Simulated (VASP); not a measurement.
Wanted: the native input for a VASP 6.6.1 run.

| Property | Result |
| --- | --- |
| Task | relaxation of cell and atoms |
| Functional | PBE |
| Dispersion | D3(BJ) |
| Potentials or basis | VASP PAW PBE potentials, release 64 (Mo_sv, Se) |
| Cutoff | 500 eV |
| k mesh | 12 × 12 × 2 |
| Occupations | fermi-dirac, width 0.02 eV |
| Spin | no spin polarisation |
| Dipole correction | no |
| Further INCAR settings | ALGO = Normal; EDIFF = 1e-07; IBRION = 2; EDIFFG = -0.005; NSW = 80; ISIF = 3 |

The structure of MoSe2 lies in POSCAR:

```
MoSe2
1.0
    3.6756886100      0.0000000000      0.0000000000
   -1.8378443050      3.1832397127      0.0000000000
    0.0000000000      0.0000000000     13.1177226400
Mo Se
2 4
Direct
    0.3333333333      0.6666666667      0.2500000000
    0.6666666667      0.3333333333      0.7500000000
    0.6666666667      0.3333333333      0.3867943742
    0.6666666667      0.3333333333      0.1132056258
    0.3333333333      0.6666666667      0.8867943742
    0.3333333333      0.6666666667      0.6132056258
```

The input as run:

INCAR

```
SYSTEM = MoSe2
  ALGO = Normal
  EDIFF = 1E-7
  EDIFFG = -0.005
  ENCUT = 500
  GGA = PE
  GGA_COMPAT = .FALSE.
  IBRION = 2
  ISIF = 3
  ISMEAR = -1
  IVDW = 12
  LASPH = .TRUE.
  LCHARG = .FALSE.
  LREAL = .FALSE.
  LWAVE = .FALSE.
  NELM = 120
  NELMIN = 4
  NSW = 80
  PREC = Accurate
  SIGMA = 0.02
```

KPOINTS

```
k-points
0
G
  12 12 2
  0 0 0
```

Potentials or basis: VASP PAW PBE potentials, release 64 (Mo_sv, Se).

Run with:

```sh
$ cat potpaw_PBE.64/Mo_sv/POTCAR potpaw_PBE.64/Se/POTCAR > POTCAR
$ mpirun -np 1 vasp_std > vasp.out
```

It gave:

```yaml
Relaxed_volume: 19.76 Å³/atom
Relaxed_cell: a = 3.279 Å, b = 3.279 Å, c = 12.738 Å, α = 90.00°, β = 90.00°, γ = 120.00°
Space_group_after_relaxing_to_0.1_Å: P6_3/mmc (No. 194)
Energy_gained_by_relaxing: 486.3 meV/atom
Ionic_steps: 17
Pressure_after_relaxing: 0.0 GPa
Largest_force_after_relaxing: 0.005 eV/Å
Band_gap_on_the_k_mesh: 0.77 eV (least direct gap 1.46 eV)
Dispersion_energy_per_atom: -0.478 eV
```

Caveat: the volume moved by over 15 % at a fixed basis, so the end points are rough.

It took 20 min on 1 thread of AMD EPYC 9R45 96-Core Processor (Zen 5) (shared host), peak memory 0.35 GiB.
